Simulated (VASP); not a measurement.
Crystal: Be2Cd.

```
Be Cd
1.0
     3.39503    0.00000    0.00000
    -1.69752    2.94019    0.00000
     0.00000    0.00000    3.66573
Be Cd
2 1
Direct
  0.33333 0.66667 0.50000
  0.66667 0.33333 0.50000
  0.00000 0.00000 0.00000
```

```yaml
Program: VASP 6.6.1
Task: relaxation of cell and atoms
Functional: PBE
Potentials_or_basis: VASP PAW PBE potentials, release 64 (Be, Cd)
Cutoff: 600 eV
k_mesh: 6 × 6 × 6
Occupations: gaussian, width 0.1 eV
Spin: no spin polarisation
```

At the start: pressure 16.8 GPa; volume 12.20 Å³/atom.

Where does the relaxation end?

Over 14 steps the energy falls by 297.5 meV/atom and the volume is 13.26 Å³/atom (+8.7 %); space group P6/mmm (No. 191, to 0.1 Å) before and after.

The path:
```
step  energy change (eV)  largest force (eV/Å)  pressure (GPa)  volume (Å³)
   1              0.0000                0.0000           16.77        36.59
   2             -0.4254                0.0000           -0.11        43.72
   3             -0.4254                0.0000           -3.25        45.98
   4             -0.4317                0.0000           -1.88        44.89
   5             -0.4990                0.0000           -2.06        44.39
   6             -0.7384                0.0000           -1.84        42.58
   7             -0.5751                0.0000            5.86        37.43
   8             -0.8267                0.0000           -1.77        41.44
   9             -0.8214                0.0000            0.84        39.00
  10             -0.8876                0.0000           -1.40        40.49
  11             -0.8878                0.0000           -0.66        40.02
  12             -0.8907                0.0000           -1.07        40.28
  13             -0.8891                0.0000            1.56        39.12
  14             -0.8924                0.0000           -0.02        39.79
```

Final structure:
```cif
data_structure
_symmetry_space_group_name_H-M 'P 1'
_symmetry_Int_Tables_number 1
_cell_length_a 3.9780
_cell_length_b 3.9780
_cell_length_c 2.9031
_cell_angle_alpha 90.000
_cell_angle_beta 90.000
_cell_angle_gamma 120.000
_cell_volume 39.79
loop_
_atom_site_label
_atom_site_type_symbol
_atom_site_fract_x
_atom_site_fract_y
_atom_site_fract_z
_atom_site_occupancy
Be1 Be 0.33333 0.66667 0.50000 1
Be2 Be 0.66667 0.33333 0.50000 1
Cd1 Cd 0.00000 0.00000 0.00000 1
```

Caveat: a cell axis changed by over 15 % at a fixed basis, so the end point is rough.
